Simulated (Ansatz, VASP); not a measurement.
Two plane-wave programs on Na2S

```
CELL_PARAMETERS angstrom
0.00000 3.26300 3.26300
3.26300 0.00000 3.26300
3.26300 3.26300 0.00000
ATOMIC_POSITIONS crystal
Na 0.25000 0.25000 0.25000
Na 0.75000 0.75000 0.75000
S 0.00000 0.00000 0.00000
```

Alike in both runs: task single point; functional LDA; k mesh 6 × 6 × 6; occupations gaussian, width 0.1 eV; no spin polarisation.

```csv
,VASP,Ansatz
version,VASP 6.6.1,Ansatz 0.2.0
potentials or method,"VASP PAW LDA potentials, release 64 (Na_pv, S), cutoff 500 eV","scalar-relativistic, plane waves, PAW"
valence electrons in the cell,20,24
```

```csv
,VASP,Ansatz,Ansatz less VASP
gap on the k mesh at the Fermi level (eV),2.27,2.27,-0.006
least direct gap on the mesh (eV),2.27,2.27,-0.006
pressure (GPa),-1.9,-1.9,+0.01
```

LDA's correlation is that of Perdew and Zunger in VASP and of Perdew and Wang (1992) in Ansatz. VASP's potentials hold 20 valence electrons a cell and Ansatz's 24, so a difference there can come from the potentials and not from the codes.
